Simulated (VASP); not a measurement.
MgZn2O3: single point with PBEsol

The system is MgZn2O3.

```xyz
6
Lattice="3.0088 0.0000 0.0000 -1.5044 2.6057 0.0000 0.0000 0.0000 7.3341" Properties=species:S:1:pos:R:3 pbc="T T T"
Mg    0.0000    0.0000    0.0000
Zn    0.0000    1.7371    4.9009
Zn    1.5044    0.8686    2.4332
O     0.0000    1.7371    1.1862
O     1.5044    0.8686    6.1479
O     0.0000    0.0000    3.6670
```

| Quantity | Value |
| --- | --- |
| Program | VASP 6.6.1 |
| Task | single point |
| Functional | PBEsol |
| Potentials or basis | VASP PAW PBE potentials, release 64 (Mg, Zn, O) |
| Cutoff | 520 eV |
| k mesh | 12 × 12 × 4 |
| Occupations | gaussian, width 0.01 eV |
| Spin | no spin polarisation |
| Dipole correction | no |
| Further INCAR settings | ALGO = Normal; EDIFF = 1e-06; NBANDS = 31 |

| Item | Value |
| --- | --- |
| Pressure | 0.6 GPa |
| Largest force | 0.073 eV/Å |
| Band gap on the k mesh | 1.85 eV |

Forces on the atoms (eV/Å):
```
Mg   0.000  0.000  0.000
Zn   0.000  0.000  0.008
Zn   0.000  0.000 -0.008
O    0.000  0.000 -0.073
O    0.000  0.000  0.073
O    0.000  0.000  0.000
```

Levels at points of the mesh, in eV from the valence-band top:
```csv
k point,band 19,band 20,band 21,band 22,band 23,band 24,band 25,band 26
"(0.00, 0.00, 0.00)",-0.94,-0.94,0.00,0.00,1.85,5.52,5.61,10.50
"(0.50, 0.00, 0.00)",-1.67,-1.20,-0.73,-0.32,5.26,6.92,7.36,9.06
"(0.00, 0.00, 0.50)",-0.59,-0.59,-0.10,-0.10,3.22,4.12,5.97,10.46
"(0.50, 0.00, 0.50)",-2.14,-1.55,-0.15,-0.11,5.68,5.98,7.32,9.48
```

Run time: 95 s on 1 thread of AMD EPYC 9R45 96-Core Processor (Zen 5), on a shared host, peak memory 0.22 GiB.

Caveat: the PAW data sets were made with another functional, which shifts forces and pressure a little.
